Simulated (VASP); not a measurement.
# TiSi (Pnma) in VASP: single point with PBEsol

Aim: the single point of TiSi with PBEsol.

Program: VASP 6.6.1. These are calculated values, not measurements. Logs are shortened: lines on timing, memory, paths and dates and some standing lists are left out, and cuts for length are marked.

### Step 1. The cell of the first run

Symmetry: Pnma, No. 62, orthorhombic system. The conventional cell has a = 6.452 Å, b = 3.622 Å, c = 4.964 Å, α = 90.00°, β = 90.00°, γ = 90.00°. Ti (site symmetry m) has 7 Si at 2.54 to 2.74 Å and 10 Ti at 3.18 to 3.62 Å within 3.7 Å. Si (site symmetry m) has 2 Si at 2.39 Å and 7 Ti at 2.54 to 2.74 Å within 3.2 Å.

### Step 2. Single point, PBEsol

INCAR

```
SYSTEM = TiSi
PREC = Accurate
ENCUT = 520
EDIFF = 1E-6
ISMEAR = 0
SIGMA = 0.15
LREAL = .FALSE.
LASPH = .TRUE.
NELM = 60
ALGO = Normal
ISIF = 2
LWAVE = .FALSE.
LCHARG = .FALSE.
GGA = PS
NBANDS = 42
```

KPOINTS

```
regular mesh
0
G
  6 10 8
  0 0 0
```

POSCAR

```
TiSi
1.0
    6.4518128620      0.0000000000      0.0000000000
    0.0000000000      3.6224438893      0.0000000000
    0.0000000000      0.0000000000      4.9637974124
Ti Si
4 4
Direct
    0.6761122807      0.2500000000      0.3705866206
    0.3238877193      0.7500000000      0.6294133794
    0.8238877193      0.7500000000      0.8705866206
    0.1761122807      0.2500000000      0.1294133794
    0.5441211300      0.2500000000      0.8536272412
    0.4558788700      0.7500000000      0.1463727588
    0.9558788700      0.7500000000      0.3536272412
    0.0441211300      0.2500000000      0.6463727588
```

Potentials or basis: VASP PAW PBE potentials, release 64 (Ti_sv, Si).

Command:

```console
> cat potpaw_PBE.64/Ti_sv/POTCAR potpaw_PBE.64/Si/POTCAR > POTCAR
> mpirun -np 1 vasp_std > vasp.out
```

OUTCAR:

```text
SYSTEM = TiSi
   PREC = Accurate
   ENCUT = 520
   EDIFF = 1E-6
   ISMEAR = 0
   LREAL = .FALSE.
   LASPH = .TRUE.
   NELM = 60
   ISIF = 2
   GGA = PS

 ion  position               nearest neighbor table
   1  0.676  0.250  0.371-   5 2.54   6 2.56   6 2.56   7 2.56   7 2.56   5 2.70   8 2.74
   2  0.324  0.750  0.629-   6 2.54   5 2.56   5 2.56   8 2.56   8 2.56   6 2.70   7 2.74
   3  0.824  0.750  0.871-   7 2.54   8 2.56   8 2.56   5 2.56   5 2.56   7 2.70   6 2.74
   4  0.176  0.250  0.129-   8 2.54   7 2.56   7 2.56   6 2.56   6 2.56   8 2.70   5 2.74
   5  0.544  0.250  0.854-   6 2.39   6 2.39   1 2.54   2 2.56   2 2.56   3 2.56   3 2.56   1 2.70
                             4 2.74
   6  0.456  0.750  0.146-   5 2.39   5 2.39   2 2.54   1 2.56   1 2.56   4 2.56   4 2.56   2 2.70
                             3 2.74
   7  0.956  0.750  0.354-   8 2.39   8 2.39   3 2.54   4 2.56   4 2.56   1 2.56   1 2.56   3 2.70
                             2 2.74
   8  0.044  0.250  0.646-   7 2.39   7 2.39   4 2.54   3 2.56   3 2.56   2 2.56   2 2.56   4 2.70
                             1 2.74

  LATTYP: Found a simple orthorhombic cell.
 ALAT       =     3.6224438893
 B/A-ratio  =     1.3702896619
 C/A-ratio  =     1.7810663351

  Lattice vectors:

 A1 = (   0.0000000000,   3.6224438893,   0.0000000000)
 A2 = (   0.0000000000,   0.0000000000,   4.9637974124)
 A3 = (   6.4518128620,   0.0000000000,   0.0000000000)

Analysis of symmetry for initial positions (statically):
=====================================================================
 Subroutine PRICEL returns:
 Original cell was already a primitive cell.

 Routine SETGRP: Setting up the symmetry group for a
 simple orthorhombic supercell.

 Subroutine GETGRP returns: Found  8 space group operations
 (whereof  2 operations were pure point group operations)
 out of a pool of  8 trial point group operations.

The static configuration has the point symmetry S_2 .
 The point group associated with its full space group is D_2h.

Analysis of symmetry for dynamics (positions and initial velocities):
=====================================================================
 Subroutine PRICEL returns:
 Original cell was already a primitive cell.

 Routine SETGRP: Setting up the symmetry group for a
 simple orthorhombic supercell.

 Subroutine GETGRP returns: Found  8 space group operations
 (whereof  2 operations were pure point group operations)
 out of a pool of  8 trial point group operations.

The dynamic configuration has the point symmetry S_2 .
 The point group associated with its full space group is D_2h.

 Subroutine INISYM returns: Found  8 space group operations
 (whereof  2 operations are pure point group operations),
 and found     1 'primitive' translations

----------------------------------------------------------------------------------------

                                     Primitive cell

  volume of cell :     116.0105

  direct lattice vectors                    reciprocal lattice vectors
     6.451812862  0.000000000  0.000000000     0.154995196  0.000000000  0.000000000
     0.000000000  3.622443889  0.000000000     0.000000000  0.276056726  0.000000000
     0.000000000  0.000000000  4.963797412     0.000000000  0.000000000  0.201458665

  length of vectors
     6.451812862  3.622443889  4.963797412     0.154995196  0.276056726  0.201458665

  position of ions in fractional coordinates (direct lattice)
     0.676112281  0.250000000  0.370586621
     0.323887719  0.750000000  0.629413379
     0.823887719  0.750000000  0.870586621
     0.176112281  0.250000000  0.129413379
     0.544121130  0.250000000  0.853627241
     0.455878870  0.750000000  0.146372759
     0.955878870  0.750000000  0.353627241
     0.044121130  0.250000000  0.646372759

  ion indices of the primitive-cell ions
   primitive index   ion index
                 1           1
                 2           2
                 3           3
                 4           4
                 5           5
                 6           6
                 7           7
                 8           8

----------------------------------------------------------------------------------------

 KPOINTS: regular mesh

Automatic generation of k-mesh.
 Grid dimensions read from file:
 generate k-points for:    6   10    8

 Generating k-lattice:

  Cartesian coordinates                     Fractional coordinates (reciprocal lattice)
     0.025832533  0.000000000  0.000000000     0.166666667  0.000000000  0.000000000
     0.000000000  0.027605673  0.000000000     0.000000000  0.100000000  0.000000000
     0.000000000  0.000000000  0.025182333     0.000000000  0.000000000  0.125000000

  Length of vectors
     0.025832533  0.027605673  0.025182333

  Shift w.r.t. Gamma in fractional coordinates (k-lattice)
     0.000000000  0.000000000  0.000000000

 Subroutine IBZKPT returns following result:
 ===========================================

 Found    120 irreducible k-points:

 Following reciprocal coordinates:
            Coordinates               Weight
  0.000000  0.000000  0.000000      1.000000
  0.166667  0.000000  0.000000      2.000000
  0.333333  0.000000  0.000000      2.000000
  0.500000  0.000000  0.000000      1.000000
  0.000000  0.100000  0.000000      2.000000
  0.166667  0.100000  0.000000      4.000000
[... 16 lines left out ...]
  0.333333  0.500000  0.000000      2.000000
  0.500000  0.500000  0.000000      1.000000
 [... further k-points ...]
   k-points           NKPTS =    120   k-points in BZ     NKDIM =    120   number of bands    NBANDS=     42
   number of dos      NEDOS =    301   number of ions     NIONS =      8
   total plane-waves  NPLWV =  53760
   dimension x,y,z NGX =    48 NGY =   28 NGZ =   40
   dimension x,y,z NGXF=    96 NGYF=   56 NGZF=   80
   ions per type =               4   4
   NGX,Y,Z   is equivalent  to a cutoff of  12.37, 12.85, 13.40 a.u.
   NGXF,Y,Z  is equivalent  to a cutoff of  24.74, 25.70, 26.79 a.u.
 SYSTEM =  TiSi
   PREC   = accura    normal or accurate (medium, high low for compatibility)
   ISTART =      0    job   : 0-new  1-cont  2-samecut
   ICHARG =      2    charge: 1-file 2-atom 10-const
   ISPIN  =      1    spin polarized calculation?
   LNONCOLLINEAR =      F non collinear calculations
   LSORBIT =      F    spin-orbit coupling
   LASPH  =      T    aspherical Exc in radial PAW
   ENCUT  =  520.0 eV  38.22 Ry    6.18 a.u.  12.00  6.74  9.23*2*pi/ulx,y,z
   NELM   =     60;   NELMIN=  2; NELMDL= -5     # of ELM steps
   EDIFF  = 0.1E-05   stopping-criterion for ELM
   LREAL  =      F    real-space projection
[... 7 lines left out ...]
   TEBEG  =    0.0;   TEEND  =   0.0 temperature during run
   PSTRESS=    0.0 pullay stress
   NELECT =      64.0000    total number of electrons
   NUPDOWN=      -1.0000    fix difference up-down
   EMIN   =  10.00;   EMAX   =-10.00  energy-range for DOS
   EFERMI =   0.00;   METHOD = LEGACY
   ISMEAR =     0;   SIGMA  =   0.15  broadening in eV -4-tet -1-fermi 0-gaus
   EFERMI_NEDOS =   21; number of points for ismear=-14 and -15
   IALGO  =     38    algorithm
   IMIX   =      4    mixing-type and parameters
     AMIX     =   0.40;   BMIX     =  1.00
     AMIX_MAG =   1.60;   BMIX_MAG =  1.00
  volume/ion in A,a.u.               =      14.50        97.86
  Fermi-wavevector in a.u.,A,eV,Ry     =   1.342669  2.537277 24.528043  1.802760
  Thomas-Fermi vector in A             =   2.470805
   LORBIT       =      0    0 simple, 1 ext, 2 COOP (PROOUT), +10 PAW based schemes
   GGA     = PS    functional components
   LHFCALC =     F    Hartree Fock is set to
   AEXX    =    0.0000 exact exchange contribution
   IVDW    =     0    specifies the selected vdW correction
   LEPSILON=     F    determine dielectric tensor
   LRPA    =     F    only Hartree local field effects (RPA)
 non-spin polarized calculation
 Gauss-broadening in eV      SIGMA  =   0.15
  energy-cutoff  :      520.00
  volume of cell :      116.01
 maximum number of plane-waves:      3156
 NGX is ok and might be reduce to    48
   NGX = 23   NGY = 13   NGZ = 19

 number of electron      64.0000015 magnetization

 Free energy of the ion-electron system (eV)
  ---------------------------------------------------
  ext. energy  EPLUGINS =         0.00000000
  ---------------------------------------------------
  free energy    TOTEN  =       -63.16657574 eV

  energy without entropy =      -63.14123380  energy(sigma->0) =      -63.15390477

 E-fermi :   9.8762     XC(G=0): -11.8336

 val. band max:        9.8675037451   @ k =   0.0000   0.1000   0.5000
 cond. band min:       9.8840357410   @ k =   0.1667   0.2000   0.3750
 fundamental gap:      0.0165319959
 Fermi energy:         9.8762144957

 k-point     1 :       0.0000    0.0000    0.0000
  band No.  band energies     occupation
      1     -46.6064      2.00000
      2     -46.5857      2.00000
      3     -46.5745      2.00000
      4     -46.5653      2.00000
      5     -23.0932      2.00000
      6     -23.0904      2.00000
[... 34 lines left out ...]
     41      12.2581      0.00000
     42      12.5576      0.00000

 k-point     2 :       0.1667    0.0000    0.0000
  band No.  band energies     occupation
      1     -46.6054      2.00000
      2     -46.5880      2.00000
      3     -46.5729      2.00000
      4     -46.5656      2.00000
      5     -23.0919      2.00000
      6     -23.0916      2.00000
[... 34 lines left out ...]
     41      12.2054      0.00000
     42      12.2635      0.00000

 k-point     3 :       0.3333    0.0000    0.0000
  band No.  band energies     occupation
      1     -46.6024      2.00000
      2     -46.5929      2.00000
      3     -46.5702      2.00000
      4     -46.5664      2.00000
      5     -23.0946      2.00000
      6     -23.0930      2.00000
[... 897 lines left out ...]
      4     -46.5788      2.00000
      5     -23.0677      2.00000
      6     -23.0677      2.00000
[... 34 lines left out ...]
     41      12.9403      0.00000
     42      12.9528      0.00000

 k-point    24 :       0.5000    0.5000    0.0000
  band No.  band energies     occupation
      1     -46.5802      2.00000
      2     -46.5802      2.00000
      3     -46.5802      2.00000
      4     -46.5802      2.00000
      5     -23.0526      2.00000
      6     -23.0526      2.00000
[... 34 lines left out ...]
     41      13.0176      0.00000
     42      13.0176      0.00000

 [... further k-points ...]

------------------------ aborting loop because EDIFF is reached ----------------------------------------

  FORCE on cell =-STRESS in cart. coord.  units (eV):
  Direction    XX          YY          ZZ          XY          YZ          ZX
  --------------------------------------------------------------------------------------
  -------------------------------------------------------------------------------------
  Total        0.1287952      0.0584119      0.1310061      0.0000000     -0.0000000      0.0000000
  in kB        1.7787407      0.8067041      1.8092755      0.0000000     -0.0000000      0.0000000
  external PRESSURE =       1.4649068 kB  Pullay stress =       0.0000000 kB

 VOLUME and BASIS-vectors are now :
 -----------------------------------------------------------------------------
  energy-cutoff  :      520.00
  volume of cell :      116.01
      direct lattice vectors                 reciprocal lattice vectors
     6.451812862  0.000000000  0.000000000     0.154995196  0.000000000  0.000000000
     0.000000000  3.622443889  0.000000000     0.000000000  0.276056726  0.000000000
     0.000000000  0.000000000  4.963797412     0.000000000  0.000000000  0.201458665

 POSITION                                       TOTAL-FORCE (eV/Angst)
 -----------------------------------------------------------------------------------
      4.36215      0.90561      1.83952         0.001102      0.000000      0.002851
      2.08966      2.71683      3.12428        -0.001102      0.000000     -0.002851
      5.31557      2.71683      4.32142        -0.001102     -0.000000      0.002851
      1.13624      0.90561      0.64238         0.001102      0.000000     -0.002851
      3.51057      0.90561      4.23723        -0.002176     -0.000000      0.002353
      2.94125      2.71683      0.72656         0.002176      0.000000     -0.002353
      6.16715      2.71683      1.75533         0.002176      0.000000      0.002353
      0.28466      0.90561      3.20846        -0.002176      0.000000     -0.002353
 -----------------------------------------------------------------------------------
    total drift:                                0.000000     -0.000000     -0.000000

  FREE ENERGIE OF THE ION-ELECTRON SYSTEM (eV)
  ---------------------------------------------------
  free  energy   TOTEN  =       -63.1665757397 eV

  energy  without entropy=      -63.1412337953  energy(sigma->0) =      -63.15390477
```

Wall time 6.6 min (1 thread of Intel Xeon Platinum 8259CL at 2.50GHz (Skylake/Cascade Lake), shared host); peak memory 0.52 GiB.

Results:

| Property | Result |
| --- | --- |
| Free energy | -63.1666 eV |
| Pressure | 0.1 GPa |
| Largest force | 0.003 eV/Å |
| Band gap on the k mesh | zero (bands 32 and 33 overlap by 0.29 eV) |

Forces on the atoms (eV/Å):
```
Ti   0.001  0.000  0.003
Ti  -0.001  0.000 -0.003
Ti  -0.001  0.000  0.003
Ti   0.001  0.000 -0.003
Si  -0.002  0.000  0.002
Si   0.002  0.000 -0.002
Si   0.002  0.000  0.002
Si  -0.002  0.000 -0.002
```

Stress tensor (GPa, compression positive):
```
0.18 0.00 0.00
0.00 0.08 0.00
0.00 0.00 0.18
```

Caveat: the PAW data sets were made with another functional, which shifts forces and pressure a little.
